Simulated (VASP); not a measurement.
**Ba: single point with revPBE**

The system is Ba.

```
Ba
1.0
     4.31161    0.00000    0.00000
    -2.15581    3.73397    0.00000
     0.00000    0.00000    3.91341
Ba
1
Cartesian
  0.0000 0.0000 0.0000
```

```
Program                : VASP 6.6.1
Task                   : single point
Functional             : revPBE
Potentials or basis    : VASP PAW PBE potentials, release 64 (Ba_sv)
Cutoff                 : 500 eV
k mesh                 : 6 × 6 × 4
Occupations            : fermi-dirac, width 0.039 eV
Spin                   : no spin polarisation
Dipole correction      : no
Further INCAR settings : ALGO = Normal; EDIFF = 1e-06; NBANDS = 11
```

The pressure is 0.6 GPa. The band gap on the k mesh is zero (band 5 reaches 2.05 eV, above the bottom of band 6 at 1.64 eV).

Stress tensor (GPa, compression positive):
```
0.27 0.00 0.00
0.00 0.27 0.00
0.00 0.00 1.25
```

Levels at points of the mesh, in eV from the Fermi level:
```tsv
k point	band 2	band 3	band 4	band 5	band 6	band 7	band 8	band 9
(0.00, 0.00, 0.00)	-14.04	-14.04	-13.95	-2.64	0.20	1.75	1.75	4.88
(0.50, 0.00, 0.00)	-14.52	-14.15	-13.89	-0.88	0.51	0.99	2.98	4.46
(0.00, 0.00, 0.50)	-14.69	-13.96	-13.96	-0.71	0.71	2.35	2.35	2.63
(0.50, 0.00, 0.50)	-14.60	-14.41	-14.07	-0.79	0.32	1.86	3.39	3.72
```

Run time: 5.5 s on 1 thread of Intel(R) Xeon(R) 6975P-C (Granite Rapids) (shared host), peak memory 0.17 GiB.

Caveat: the k points lie up to 0.40 Å⁻¹ apart; the PAW data sets were made with another functional, which shifts forces and pressure a little; spin-orbit coupling is left out, which moves the levels of the heavy elements.
